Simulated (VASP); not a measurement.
# SiW (CsCl type) in VASP: a series of runs

The runs below take SiW (CsCl type) through electric field gradients, with PBE.

Everything below comes from runs of VASP 6.6.1. Logs are shortened: lines on timing, memory, paths and dates and some standing lists are left out, and cuts for length are marked.

### Step 1. The cell of the first run

Symmetry: P4/mmm, No. 123, tetragonal system. The conventional cell has a = 3.072 Å, b = 3.072 Å, c = 3.027 Å, α = 90.00°, β = 90.00°, γ = 90.00°. Within 3.5 Å of W (site symmetry 4/mmm) lie 8 Si at 2.65 Å and 6 W at 3.03 to 3.07 Å. Si (site symmetry 4/mmm) has 8 W at 2.65 Å and 6 Si at 3.03 to 3.07 Å within 3.5 Å.

### Step 2. Electric field gradients, PBE (z stretched by -1 % at fixed volume)

File INCAR:

```
SYSTEM = SiW
PREC = Accurate ; ENCUT = 520
EDIFF = 1E-8 ; ISMEAR = -1
SIGMA = 0.03 ; LREAL = .False.
LASPH = .True. ; NELM = 80
ALGO = Normal ; ISIF = 2
LWAVE = .False. ; LCHARG = .False.
GGA = PE ; LEFG = .True.
NBANDS = 16
```

File KPOINTS:

```
Automatic mesh
0
Gamma
  11 11 11
  0 0 0
```

File POSCAR:

```
SiW
1.0
    3.0724954836      0.0000000000      0.0000000000
    0.0000000000      3.0724954836      0.0000000000
    0.0000000000      0.0000000000      3.0265234626
W Si
1 1
Direct
    0.0000000000      0.0000000000      0.0000000000
    0.5000000000      0.5000000000      0.5000000000
```

Potentials or basis: VASP PAW PBE potentials, release 64 (W_sv, Si).

Launch:

```bash
$ cat potpaw_PBE.64/W_sv/POTCAR potpaw_PBE.64/Si/POTCAR > POTCAR
$ mpirun -np 1 vasp_std > vasp.out
```

OUTCAR:

```text
SYSTEM = SiW
   PREC = Accurate
   ENCUT = 520
   EDIFF = 1E-8
   ISMEAR = -1
   LREAL = .False.
   LASPH = .True.
   NELM = 80
   ISIF = 2
   GGA = PE

 ion  position               nearest neighbor table
   1  0.000  0.000  0.000-   2 2.65   2 2.65   2 2.65   2 2.65   2 2.65   2 2.65   2 2.65   2 2.65

   2  0.500  0.500  0.500-   1 2.65   1 2.65   1 2.65   1 2.65   1 2.65   1 2.65   1 2.65   1 2.65

  LATTYP: Found a simple tetragonal cell.
 ALAT       =     3.0724954836
 C/A-ratio  =     0.9850375627

  Lattice vectors:

 A1 = (   3.0724954836,   0.0000000000,   0.0000000000)
 A2 = (   0.0000000000,   3.0724954836,   0.0000000000)
 A3 = (   0.0000000000,   0.0000000000,   3.0265234626)

Analysis of symmetry for initial positions (statically):
=====================================================================
 Subroutine PRICEL returns:
 Original cell was already a primitive cell.

 Routine SETGRP: Setting up the symmetry group for a
 simple tetragonal supercell.

 Subroutine GETGRP returns: Found 16 space group operations
 (whereof 16 operations were pure point group operations)
 out of a pool of 16 trial point group operations.

The static configuration has the point symmetry D_4h.

Analysis of symmetry for dynamics (positions and initial velocities):
=====================================================================
 Subroutine PRICEL returns:
 Original cell was already a primitive cell.

 Routine SETGRP: Setting up the symmetry group for a
 simple tetragonal supercell.

 Subroutine GETGRP returns: Found 16 space group operations
 (whereof 16 operations were pure point group operations)
 out of a pool of 16 trial point group operations.

The dynamic configuration has the point symmetry D_4h.

 Subroutine INISYM returns: Found 16 space group operations
 (whereof 16 operations are pure point group operations),
 and found     1 'primitive' translations

----------------------------------------------------------------------------------------

                                     Primitive cell

  volume of cell :      28.5711

  direct lattice vectors                    reciprocal lattice vectors
     3.072495484  0.000000000  0.000000000     0.325468338  0.000000000  0.000000000
     0.000000000  3.072495484  0.000000000     0.000000000  0.325468338  0.000000000
     0.000000000  0.000000000  3.026523463     0.000000000  0.000000000  0.330412109

  length of vectors
     3.072495484  3.072495484  3.026523463     0.325468338  0.325468338  0.330412109

  position of ions in fractional coordinates (direct lattice)
     0.000000000  0.000000000  0.000000000
     0.500000000  0.500000000  0.500000000

  ion indices of the primitive-cell ions
   primitive index   ion index
                 1           1
                 2           2

----------------------------------------------------------------------------------------

 KPOINTS: Automatic mesh

Automatic generation of k-mesh.
 Grid dimensions read from file:
 generate k-points for:   11   11   11

 Generating k-lattice:

  Cartesian coordinates                     Fractional coordinates (reciprocal lattice)
     0.029588031  0.000000000  0.000000000     0.090909091  0.000000000  0.000000000
     0.000000000  0.029588031  0.000000000     0.000000000  0.090909091  0.000000000
     0.000000000  0.000000000  0.030037464     0.000000000  0.000000000  0.090909091

  Length of vectors
     0.029588031  0.029588031  0.030037464

  Shift w.r.t. Gamma in fractional coordinates (k-lattice)
     0.000000000  0.000000000  0.000000000

 Subroutine IBZKPT returns following result:
 ===========================================

 Found    126 irreducible k-points:

 Following reciprocal coordinates:
            Coordinates               Weight
  0.000000  0.000000  0.000000      1.000000
  0.090909  0.000000  0.000000      4.000000
  0.181818  0.000000  0.000000      4.000000
  0.272727  0.000000  0.000000      4.000000
  0.363636  0.000000  0.000000      4.000000
  0.454545  0.000000  0.000000      4.000000
[... 16 lines left out ...]
  0.090909  0.000000  0.090909      8.000000
  0.181818  0.000000  0.090909      8.000000
 [... further k-points ...]
   k-points           NKPTS =    126   k-points in BZ     NKDIM =    126   number of bands    NBANDS=     16
   number of dos      NEDOS =    301   number of ions     NIONS =      2
   total plane-waves  NPLWV =  13824
   dimension x,y,z NGX =    24 NGY =   24 NGZ =   24
   dimension x,y,z NGXF=    48 NGYF=   48 NGZF=   48
   ions per type =               1   1
   NGX,Y,Z   is equivalent  to a cutoff of  12.99, 12.99, 13.18 a.u.
   NGXF,Y,Z  is equivalent  to a cutoff of  25.97, 25.97, 26.37 a.u.
 SYSTEM =  SiW
   PREC   = accura    normal or accurate (medium, high low for compatibility)
   ISTART =      0    job   : 0-new  1-cont  2-samecut
   ICHARG =      2    charge: 1-file 2-atom 10-const
   ISPIN  =      1    spin polarized calculation?
   LNONCOLLINEAR =      F non collinear calculations
   LSORBIT =      F    spin-orbit coupling
   LASPH  =      T    aspherical Exc in radial PAW
   ENCUT  =  520.0 eV  38.22 Ry    6.18 a.u.   5.71  5.71  5.63*2*pi/ulx,y,z
   NELM   =     80;   NELMIN=  2; NELMDL= -5     # of ELM steps
   EDIFF  = 0.1E-07   stopping-criterion for ELM
   LREAL  =      F    real-space projection
   EDIFFG = 0.1E-06   stopping-criterion for IOM
   NSW    =      0    number of steps for IOM
   IBRION =     -1    ionic relax: 0-MD 1-quasi-New 2-CG
   NFREE  =      0    steps in history (QN), initial steepest desc. (CG)
   ISIF   =      2    stress and relaxation
   ISYM   =      2    0-nonsym 1-usesym 2-fastsym
   POTIM  = 0.5000    time-step for ionic-motion
   TEBEG  =    0.0;   TEEND  =   0.0 temperature during run
   PSTRESS=    0.0 pullay stress
   NELECT =      18.0000    total number of electrons
   NUPDOWN=      -1.0000    fix difference up-down
   EMIN   =  10.00;   EMAX   =-10.00  energy-range for DOS
   EFERMI =   0.00;   METHOD = LEGACY
   ISMEAR =    -1;   SIGMA  =   0.03  broadening in eV -4-tet -1-fermi 0-gaus
   EFERMI_NEDOS =   21; number of points for ismear=-14 and -15
   IALGO  =     38    algorithm
   IMIX   =      4    mixing-type and parameters
     AMIX     =   0.40;   BMIX     =  1.00
     AMIX_MAG =   1.60;   BMIX_MAG =  1.00
  volume/ion in A,a.u.               =      14.29        96.40
  Fermi-wavevector in a.u.,A,eV,Ry     =   1.403428  2.652094 26.798174  1.969610
  Thomas-Fermi vector in A             =   2.526091
   LORBIT       =      0    0 simple, 1 ext, 2 COOP (PROOUT), +10 PAW based schemes
   GGA     = PE    functional components
   LHFCALC =     F    Hartree Fock is set to
   AEXX    =    0.0000 exact exchange contribution
   IVDW    =     0    specifies the selected vdW correction
   LEPSILON=     F    determine dielectric tensor
   LRPA    =     F    only Hartree local field effects (RPA)
 non-spin polarized calculation
  energy-cutoff  :      520.00
  volume of cell :       28.57
 maximum number of plane-waves:       787
 NGX is ok and might be reduce to    24
   NGX = 11   NGY = 11   NGZ = 11

 number of electron      18.0000001 magnetization

 Free energy of the ion-electron system (eV)
  ---------------------------------------------------
  ext. energy  EPLUGINS =         0.00000000
  ---------------------------------------------------
  free energy    TOTEN  =       -18.11163476 eV

  energy without entropy =      -18.10283589  energy(sigma->0) =      -18.10723532

 E-fermi :  11.2561     XC(G=0): -12.7716

 val. band max:       11.2546337023   @ k =   0.4545   0.4545   0.0909
 cond. band min:      11.2778983679   @ k =   0.3636   0.1818   0.4545
 fundamental gap:      0.0232646656
 Fermi energy:        11.2560608492

 k-point     1 :       0.0000    0.0000    0.0000
  band No.  band energies     occupation
      1     -62.4277      2.00000
      2     -26.5504      2.00000
      3     -26.5504      2.00000
      4     -26.5207      2.00000
      5      -1.3466      2.00000
      6       7.5648      2.00000
[... 8 lines left out ...]
     15      21.7479      0.00000
     16      21.9654      0.00000

 k-point     2 :       0.0909    0.0000    0.0000
  band No.  band energies     occupation
      1     -62.4266      2.00000
      2     -26.5773      2.00000
      3     -26.5481      2.00000
      4     -26.5184      2.00000
      5      -1.1850      2.00000
      6       7.5263      2.00000
[... 8 lines left out ...]
     15      21.1650      0.00000
     16      22.3278      0.00000

 k-point     3 :       0.1818    0.0000    0.0000
  band No.  band energies     occupation
      1     -62.4237      2.00000
      2     -26.6489      2.00000
      3     -26.5417      2.00000
      4     -26.5122      2.00000
      5      -0.7124      2.00000
      6       7.1997      2.00000
[... 8 lines left out ...]
     15      21.1776      0.00000
     16      23.9137      0.00000

 k-point     4 :       0.2727    0.0000    0.0000
  band No.  band energies     occupation
      1     -62.4198      2.00000
      2     -26.7414      2.00000
      3     -26.5333      2.00000
      4     -26.5040      2.00000
      5       0.0393      2.00000
      6       6.3134      2.00000
[... 8 lines left out ...]
     15      21.3784      0.00000
     16      24.7442      0.00000

 k-point     5 :       0.3636    0.0000    0.0000
  band No.  band energies     occupation
      1     -62.4163      2.00000
      2     -26.8251      2.00000
      3     -26.5256      2.00000
      4     -26.4965      2.00000
      5       1.0246      2.00000
      6       5.0305      2.00000
[... 8 lines left out ...]
     15      21.3030      0.00000
     16      23.0162      0.00000

 k-point     6 :       0.4545    0.0000    0.0000
  band No.  band energies     occupation
      1     -62.4142      2.00000
      2     -26.8743      2.00000
      3     -26.5210      2.00000
      4     -26.4920      2.00000
      5       2.1588      2.00000
      6       3.6900      2.00000
[... 8 lines left out ...]
     15      20.8818      0.00000
     16      21.4405      0.00000
[... 267 lines left out ...]
 k-point    21 :       0.4545    0.4545    0.0000
  band No.  band energies     occupation
      1     -62.4009      2.00000
      2     -26.8294      2.00000
      3     -26.8287      2.00000
      4     -26.4640      2.00000
      5       2.4773      2.00000
      6       6.7944      2.00000
[... 8 lines left out ...]
     15      22.6960      0.00000
     16      23.8599      0.00000

 k-point    22 :       0.0000    0.0000    0.0909
  band No.  band energies     occupation
      1     -62.4263      2.00000
      2     -26.5516      2.00000
      3     -26.5477      2.00000
      4     -26.5477      2.00000
      5      -1.1806      2.00000
      6       7.5737      2.00000
[... 8 lines left out ...]
     15      21.3146      0.00000
     16      22.3352      0.00000

 k-point    23 :       0.0909    0.0000    0.0909
  band No.  band energies     occupation
      1     -62.4253      2.00000
      2     -26.5745      2.00000
      3     -26.5491      2.00000
      4     -26.5453      2.00000
      5      -1.0216      2.00000
      6       7.5960      2.00000
[... 8 lines left out ...]
     15      21.6614      0.00000
     16      22.0898      0.00000

 k-point    24 :       0.1818    0.0000    0.0909
  band No.  band energies     occupation
      1     -62.4224      2.00000
      2     -26.6458      2.00000
      3     -26.5426      2.00000
      4     -26.5389      2.00000
      5      -0.5568      2.00000
      6       7.2918      2.00000
[... 8 lines left out ...]
     15      21.8887      0.00000
     16      23.6687      0.00000

 [... further k-points ...]
[... 5 lines left out ...]
  --------------------------------------------------------------------------------------
  -------------------------------------------------------------------------------------
  Total        0.1289798      0.1289798     -0.1245387      0.0000000      0.0000000      0.0000000
  in kB        7.2327855      7.2327855     -6.9837422      0.0000000      0.0000000      0.0000000
  external PRESSURE =       2.4939429 kB  Pullay stress =       0.0000000 kB

 VOLUME and BASIS-vectors are now :
 -----------------------------------------------------------------------------
  energy-cutoff  :      520.00
  volume of cell :       28.57
      direct lattice vectors                 reciprocal lattice vectors
     3.072495484  0.000000000  0.000000000     0.325468338  0.000000000  0.000000000
     0.000000000  3.072495484  0.000000000     0.000000000  0.325468338  0.000000000
     0.000000000  0.000000000  3.026523463     0.000000000  0.000000000  0.330412109

 POSITION                                       TOTAL-FORCE (eV/Angst)
 -----------------------------------------------------------------------------------
      0.00000      0.00000      0.00000         0.000000      0.000000      0.000000
      1.53625      1.53625      1.51326         0.000000      0.000000      0.000000
 -----------------------------------------------------------------------------------
    total drift:                               -0.000000      0.000000      0.000000

  FREE ENERGIE OF THE ION-ELECTRON SYSTEM (eV)
  ---------------------------------------------------
  free  energy   TOTEN  =       -18.1116347564 eV

  energy  without entropy=      -18.1028358877  energy(sigma->0) =      -18.10723532

 Electric field gradients (V/A^2)
---------------------------------------------------------------------
 ion       V_xx      V_yy      V_zz      V_xy      V_xz      V_yz
---------------------------------------------------------------------
   1      10.020    10.020   -20.040    -0.000    -0.000     0.000
   2      -1.258    -1.258     2.517     0.000    -0.000     0.000
---------------------------------------------------------------------

 Electric field gradients after diagonalization (V/A^2)
 (convention: |V_zz| > |V_xx| > |V_yy|)
----------------------------------------------------------------------
 ion       V_xx      V_yy      V_zz     asymmetry (V_yy - V_xx)/ V_zz
----------------------------------------------------------------------
   1      10.020    10.020   -20.040       0.000
   2      -1.258    -1.258     2.517       0.000
----------------------------------------------------------------------

           NMR quadrupolar parameters

 Cq : quadrupolar parameter    Cq=e*Q*V_zz/h
 eta: asymmetry parameters     (V_yy - V_xx)/ V_zz
 Q  : nuclear electric quadrupole moment in mb (millibarn)
----------------------------------------------------------------------
 ion       Cq(MHz)       eta       Q (mb)
----------------------------------------------------------------------
   1      -0.048       0.000       1.000
   2       0.006       0.000       1.000
----------------------------------------------------------------------
```

It took 26 s on 1 thread of Intel Xeon 6975P-C, shared host; peak memory 0.18 GiB.

What came out:

| Property | Result |
| --- | --- |
| Free energy | -18.1116 eV |
| Pressure | 0.2 GPa |
| Band gap on the k mesh | zero (band 9 reaches 13.64 eV, above the bottom of band 10 at 10.77 eV) |

Stress tensor (GPa, compression positive):
```
 0.72  0.00  0.00
 0.00  0.72  0.00
 0.00  0.00 -0.70
```

Levels at points of the mesh, in eV from the Fermi level:
```tsv
k point	band 7	band 8	band 9	band 10	band 11	band 12
(0.00, 0.00, 0.00)	-3.67	1.69	1.85	1.85	2.31	2.31
```

Electric field gradients, principal values (V/Å²):
```tsv
atom	least	middle	greatest (by size)
1 W	10.020	10.020	-20.040
2 Si	-1.258	-1.258	2.517
```

Caveat: without QUAD_EFG the Cq values of the log hold for a quadrupole moment of 1 mb, not for the nuclei; spin-orbit coupling is left out, which moves the levels of the heavy elements.

(Continued in part 2 of 2.)
